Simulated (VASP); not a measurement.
Input of a VASP 6.6.1 run:

Contents of POSCAR:

```
BeS
1.0
    0.0000000000      2.3886250000      2.4977500000
    2.3886250000      0.0000000000      2.4977500000
    2.3886250000      2.3886250000      0.0000000000
Be S
1 1
Direct
    0.0000000000      0.0000000000      0.0000000000
    0.7500000000      0.7500000000      0.7500000000
```

The input INCAR.step1:

```
ALGO     = Normal         # electronic algorithm
EDIFF    = 1E-4           # SCF threshold, eV
ENCUT    = 520            # plane-wave cutoff, eV
GGA      = PE             # functional
ISMEAR   = 0              # smearing method
LASPH    = True           # aspherical terms in the spheres
LCHARG   = False          # write CHGCAR
LREAL    = False          # projectors in reciprocal space
LWAVE    = True           # write WAVECAR
NBANDS   = 11             # bands
NELM     = 100            # most SCF steps
PREC     = Accurate       # precision mode
SIGMA    = 0.05           # smearing width, eV
```

INCAR.step2

```
ALGO     = Normal         # electronic algorithm
EDIFF    = 1E-6           # SCF threshold, eV
ENCUT    = 520            # plane-wave cutoff, eV
ISIF     = 2              # what is computed and relaxed
ISMEAR   = 0              # smearing method
ISTART   = 1            
LASPH    = True           # aspherical terms in the spheres
LCHARG   = False          # write CHGCAR
LMIXTAU  = True         
LREAL    = False          # projectors in reciprocal space
LWAVE    = False          # write WAVECAR
METAGGA  = R2SCAN         # meta-GGA
NBANDS   = 11             # bands
NELM     = 100            # most SCF steps
PREC     = Accurate       # precision mode
SIGMA    = 0.05           # smearing width, eV
```

KPOINTS

```
k-points
0
Gamma
  8 8 8
```

Potentials or basis: VASP PAW PBE potentials, release 64 (Be, S).

The run is started by

```console
$ cat potpaw_PBE.64/Be/POTCAR potpaw_PBE.64/S/POTCAR > POTCAR
$ cp INCAR.step1 INCAR
$ mpirun -np 1 vasp_std > vasp.out
$ cp INCAR.step2 INCAR
$ mpirun -np 1 vasp_std > vasp.out
```

Task: Predict the pressure.

Result: 1.5 GPa.

Task: What does it give for the band gap on the k mesh?

Result: 3.37 eV, indirect (least direct gap 6.17 eV).

Stress tensor (GPa, compression positive):
```
 3.09  0.00  0.00
 0.00  3.09  0.00
 0.00  0.00 -1.76
```

Caveat: the cell differs from its parent crystal (strain -0.015 along x and y, +0.030 along z); the PAW data sets were made with another functional, which shifts forces and pressure a little. A k mesh can miss the band edges.
